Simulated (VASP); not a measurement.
# Co in VASP: single point with PBEsol

Aim: the single point of Co with PBEsol.

Everything below comes from runs of VASP 6.6.1. Logs are shortened: lines on timing, memory, paths and dates and some standing lists are left out, and cuts for length are marked.

### 1 The cell of the first run

The cell holds a slab with vacuum, 3 atoms: a = 2.456 Å, b = 2.456 Å, c = 20.969 Å, α = 90.00°, β = 90.00°, γ = 120.00°.

### 2 Single point, PBEsol, collinear spin, ferromagnetic start

INCAR

```
SYSTEM = Co
ALGO = Normal ; DIPOL = 0.5 0.5 0.499
EDIFF = 1E-7 ; ENCUT = 520
GGA = PS ; IDIPOL = 3
ISIF = 2 ; ISMEAR = 0
ISPIN = 2 ; LASPH = .True.
LCHARG = .True. ; LDIPOL = .True.
LELF = .True. ; LMAXMIX = 4
LORBIT = 11 ; LREAL = .False.
LVACPOTAV = .True. ; LVHAR = .True.
LWAVE = .False. ; MAGMOM = 1.8 1.8 1.8
NBANDS = 24 ; NELM = 150
PREC = Accurate ; SIGMA = 0.1
```

KPOINTS

```
k-points
0
Gamma
  12 12 1
  0 0 0
```

POSCAR

```
Co
1.0
    2.4564223054      0.0000000000      0.0000000000
   -1.2282111527      2.1273241189      0.0000000000
    0.0000000000      0.0000000000     20.9694136133
Co
3
Direct
    0.3333333333      0.6666666667      0.4053522982
    0.6666666667      0.3333333333      0.4985478027
    0.3333333333      0.6666666667      0.5917403397
```

Potentials or basis: VASP PAW PBE potentials, release 64 (Co).

On the command line:

```console
$ cat potpaw_PBE.64/Co/POTCAR > POTCAR
$ mpirun -np 1 vasp_std > vasp.out
```

OUTCAR:

```text
SYSTEM = Co
   EDIFF = 1E-7
   ENCUT = 520
   GGA = PS
   ISIF = 2
   ISMEAR = 0
   ISPIN = 2
   LASPH = .True.
   LORBIT = 11
   LREAL = .False.
   NELM = 150
   PREC = Accurate

 ion  position               nearest neighbor table
   1  0.333  0.667  0.405-   2 2.41   2 2.41   2 2.41
   2  0.667  0.333  0.499-   3 2.41   3 2.41   3 2.41   1 2.41   1 2.41   1 2.41
   3  0.333  0.667  0.592-   2 2.41   2 2.41   2 2.41

  LATTYP: Found a hexagonal cell.
 ALAT       =     2.4564223054
 C/A-ratio  =     8.5365670093

  Lattice vectors:

 A1 = (   2.4564223054,   0.0000000000,   0.0000000000)
 A2 = (  -1.2282111527,   2.1273241189,   0.0000000000)
 A3 = (   0.0000000000,   0.0000000000,  20.9694136133)

Analysis of symmetry for initial positions (statically):
=====================================================================
 Subroutine PRICEL returns:
 Original cell was already a primitive cell.

 Routine SETGRP: Setting up the symmetry group for a
 hexagonal supercell.

 Subroutine GETGRP returns: Found 12 space group operations
 (whereof  6 operations were pure point group operations)
 out of a pool of 24 trial point group operations.

The static configuration has the point symmetry C_3v.
 The point group associated with its full space group is D_3h.

Analysis of symmetry for dynamics (positions and initial velocities):
=====================================================================
 Subroutine PRICEL returns:
 Original cell was already a primitive cell.

 Routine SETGRP: Setting up the symmetry group for a
 hexagonal supercell.

 Subroutine GETGRP returns: Found 12 space group operations
 (whereof  6 operations were pure point group operations)
 out of a pool of 24 trial point group operations.

The dynamic configuration has the point symmetry C_3v.
 The point group associated with its full space group is D_3h.

Analysis of structural, dynamic, and magnetic symmetry:
=====================================================================
 Subroutine PRICEL returns:
 Original cell was already a primitive cell.

 Routine SETGRP: Setting up the symmetry group for a
 hexagonal supercell.

 Subroutine GETGRP returns: Found 12 space group operations
 (whereof  6 operations were pure point group operations)
 out of a pool of 24 trial point group operations.

The overall configuration has the point symmetry C_3v.
 The point group associated with its full space group is D_3h.

 Subroutine INISYM returns: Found 12 space group operations
 (whereof  6 operations are pure point group operations),
 and found     1 'primitive' translations

----------------------------------------------------------------------------------------

                                     Primitive cell

  volume of cell :     109.5779

  direct lattice vectors                    reciprocal lattice vectors
     2.456422305  0.000000000  0.000000000     0.407096124  0.235037057  0.000000000
    -1.228211153  2.127324119  0.000000000     0.000000000  0.470074114  0.000000000
     0.000000000  0.000000000 20.969413613     0.000000000  0.000000000  0.047688506

  length of vectors
     2.456422305  2.456422305 20.969413613     0.470074114  0.470074114  0.047688506

  position of ions in fractional coordinates (direct lattice)
     0.333333333  0.666666667  0.405352298
     0.666666667  0.333333333  0.498547803
     0.333333333  0.666666667  0.591740340

  ion indices of the primitive-cell ions
   primitive index   ion index
                 1           1
                 2           2
                 3           3

----------------------------------------------------------------------------------------

 KPOINTS: k-points

Automatic generation of k-mesh.
 Grid dimensions read from file:
 generate k-points for:   12   12    1

 Generating k-lattice:

  Cartesian coordinates                     Fractional coordinates (reciprocal lattice)
     0.033924677  0.019586421  0.000000000     0.083333333  0.000000000  0.000000000
     0.000000000  0.039172843  0.000000000     0.000000000  0.083333333  0.000000000
     0.000000000  0.000000000  0.047688506     0.000000000  0.000000000  1.000000000

  Length of vectors
     0.039172843  0.039172843  0.047688506

  Shift w.r.t. Gamma in fractional coordinates (k-lattice)
     0.000000000  0.000000000  0.000000000

 Subroutine IBZKPT returns following result:
 ===========================================

 Found     19 irreducible k-points:

 Following reciprocal coordinates:
            Coordinates               Weight
  0.000000  0.000000  0.000000      1.000000
  0.083333  0.000000  0.000000      6.000000
  0.166667 -0.000000  0.000000      6.000000
  0.250000  0.000000  0.000000      6.000000
  0.333333 -0.000000  0.000000      6.000000
  0.416667  0.000000  0.000000      6.000000
[... 11 lines left out ...]
  0.333333  0.250000  0.000000     12.000000
  0.333333  0.333333  0.000000      2.000000
   k-points           NKPTS =     19   k-points in BZ     NKDIM =     19   number of bands    NBANDS=     24
   number of dos      NEDOS =    301   number of ions     NIONS =      3
   total plane-waves  NPLWV =  51840
   dimension x,y,z NGX =    18 NGY =   18 NGZ =  160
   dimension x,y,z NGXF=    36 NGYF=   36 NGZF=  320
   ions per type =               3
   NGX,Y,Z   is equivalent  to a cutoff of  12.18, 12.18, 12.68 a.u.
   NGXF,Y,Z  is equivalent  to a cutoff of  24.36, 24.36, 25.37 a.u.
 SYSTEM =  Co
   PREC   = accura    normal or accurate (medium, high low for compatibility)
   ISTART =      0    job   : 0-new  1-cont  2-samecut
   ICHARG =      2    charge: 1-file 2-atom 10-const
   ISPIN  =      2    spin polarized calculation?
   LNONCOLLINEAR =      F non collinear calculations
   LSORBIT =      F    spin-orbit coupling
   LASPH  =      T    aspherical Exc in radial PAW
   ENCUT  =  520.0 eV  38.22 Ry    6.18 a.u.   4.57  4.57 38.99*2*pi/ulx,y,z
   NELM   =    150;   NELMIN=  2; NELMDL= -5     # of ELM steps
   EDIFF  = 0.1E-06   stopping-criterion for ELM
   LREAL  =      F    real-space projection
   EDIFFG = 0.1E-05   stopping-criterion for IOM
   NSW    =      0    number of steps for IOM
   IBRION =     -1    ionic relax: 0-MD 1-quasi-New 2-CG
   NFREE  =      0    steps in history (QN), initial steepest desc. (CG)
   ISIF   =      2    stress and relaxation
   ISYM   =      2    0-nonsym 1-usesym 2-fastsym
   POTIM  = 0.5000    time-step for ionic-motion
   TEBEG  =    0.0;   TEEND  =   0.0 temperature during run
   PSTRESS=    0.0 pullay stress
   NELECT =      27.0000    total number of electrons
   NUPDOWN=      -1.0000    fix difference up-down
   EMIN   =  10.00;   EMAX   =-10.00  energy-range for DOS
   EFERMI =   0.00;   METHOD = LEGACY
   ISMEAR =     0;   SIGMA  =   0.10  broadening in eV -4-tet -1-fermi 0-gaus
   EFERMI_NEDOS =   21; number of points for ismear=-14 and -15
   IALGO  =     38    algorithm
   IMIX   =      4    mixing-type and parameters
     AMIX     =   0.40;   BMIX     =  1.00
     AMIX_MAG =   1.60;   BMIX_MAG =  1.00
  volume/ion in A,a.u.               =      36.53       246.49
  Fermi-wavevector in a.u.,A,eV,Ry     =   1.026333  1.939489 14.331834  1.053360
  Thomas-Fermi vector in A             =   2.160221
   LORBIT       =     11    0 simple, 1 ext, 2 COOP (PROOUT), +10 PAW based schemes
   GGA     = PS    functional components
   LHFCALC =     F    Hartree Fock is set to
   AEXX    =    0.0000 exact exchange contribution
   IVDW    =     0    specifies the selected vdW correction
   LEPSILON=     F    determine dielectric tensor
   LRPA    =     F    only Hartree local field effects (RPA)
 spin polarized calculation
 Gauss-broadening in eV      SIGMA  =   0.10
  energy-cutoff  :      520.00
  volume of cell :      109.58
 maximum number of plane-waves:      2998
   NGX =  9   NGY =  9   NGZ = 77

 dipolmoment           0.000000      0.000000      0.000069 electrons x Angstroem

 number of electron      26.9999989 magnetization       5.0501585

 dipolmoment           0.000000      0.000000     -0.000120 electrons x Angstroem

 Free energy of the ion-electron system (eV)
  ---------------------------------------------------
  ext. energy  EPLUGINS =         0.00000000
  ---------------------------------------------------
  free energy    TOTEN  =       -21.54528998 eV

  energy without entropy =      -21.52802218  energy(sigma->0) =      -21.53665608

 E-fermi :  -0.5077     XC(G=0):  -4.8431

 val. band max:       -0.5258267815   @ k =   0.2500   0.0000   0.0000
 cond. band min:      -0.4688354641   @ k =   0.2500   0.1667   0.0000
 fundamental gap:      0.0569913174
 Fermi energy:        -0.5077421222

 spin component 1

 k-point     1 :       0.0000    0.0000    0.0000
  band No.  band energies     occupation
      1      -9.0450      1.00000
      2      -6.9844      1.00000
      3      -5.9405      1.00000
      4      -3.3787      1.00000
      5      -3.3043      1.00000
      6      -3.2303      1.00000
[... 502 lines left out ...]
     23       9.5380      0.00000
     24      11.1843      0.00000
 Fermi energy:        -0.5077421222

 spin component 2

 k-point     1 :       0.0000    0.0000    0.0000
  band No.  band energies     occupation
      1      -8.9490      1.00000
      2      -6.7750      1.00000
      3      -5.1505      1.00000
      4      -1.8389      1.00000
      5      -1.6980      1.00000
      6      -1.6059      1.00000
[... 502 lines left out ...]
     23       9.9947      0.00000
     24      11.5827      0.00000

------------------------ aborting loop because EDIFF is reached ----------------------------------------

  FORCE on cell =-STRESS in cart. coord.  units (eV):
  Direction    XX          YY          ZZ          XY          YZ          ZX
  --------------------------------------------------------------------------------------
  -------------------------------------------------------------------------------------
  Total       -1.8560329     -1.8560329     -0.1329613      0.0000000      0.0000000      0.0000000
  in kB      -27.1377147    -27.1377147     -1.9440747      0.0000000      0.0000000      0.0000000
  external PRESSURE =     -18.7398347 kB  Pullay stress =       0.0000000 kB

 VOLUME and BASIS-vectors are now :
 -----------------------------------------------------------------------------
  energy-cutoff  :      520.00
  volume of cell :      109.58
      direct lattice vectors                 reciprocal lattice vectors
     2.456422305  0.000000000  0.000000000     0.407096124  0.235037057  0.000000000
    -1.228211153  2.127324119  0.000000000     0.000000000  0.470074114  0.000000000
     0.000000000  0.000000000 20.969413613     0.000000000  0.000000000  0.047688506

 POSITION                                       TOTAL-FORCE (eV/Angst)
 -----------------------------------------------------------------------------------
     -0.00000      1.41822      8.50000         0.000000      0.000000      0.032954
      1.22821      0.70911     10.45426        -0.000000     -0.000000     -0.000000
     -0.00000      1.41822     12.40845        -0.000000     -0.000000     -0.032954
 -----------------------------------------------------------------------------------
    total drift:                                0.000000      0.000000     -0.017935

  FREE ENERGIE OF THE ION-ELECTRON SYSTEM (eV)
  ---------------------------------------------------
  free  energy   TOTEN  =       -21.5452899837 eV

  energy  without entropy=      -21.5280221822  energy(sigma->0) =      -21.53665608

 vacuum level on the upper side and lower side of the slab         4.597         4.601

 total charge

# of ion       s       p       d       tot
------------------------------------------
    1        0.501   0.441   7.251   8.192
    2        0.509   0.576   7.300   8.385
    3        0.501   0.441   7.251   8.192
--------------------------------------------------
tot          1.510   1.458  21.801  24.769

 magnetization (x)

# of ion       s       p       d       tot
------------------------------------------
    1       -0.009  -0.038   1.758   1.712
    2       -0.016  -0.049   1.713   1.648
    3       -0.009  -0.038   1.758   1.712
--------------------------------------------------
tot         -0.034  -0.125   5.229   5.071
```

Wall time 7.4 min (1 thread of AMD EPYC 7R13, shared host); peak memory 0.25 GiB.

Results:

- Free energy: -21.5453 eV
- Largest force: 0.033 eV/Å
- Net moment: 5.05 μB per cell
- Site moments: Co +1.71, +1.65 μB
- Valence electrons inside the program's atomic spheres: Co 8.19, 8.38

Forces on the atoms (eV/Å):
```
Co   0.000  0.000  0.033
Co   0.000  0.000  0.000
Co   0.000  0.000 -0.033
```

Caveat: the PAW data sets were made with another functional, which shifts forces and pressure a little.
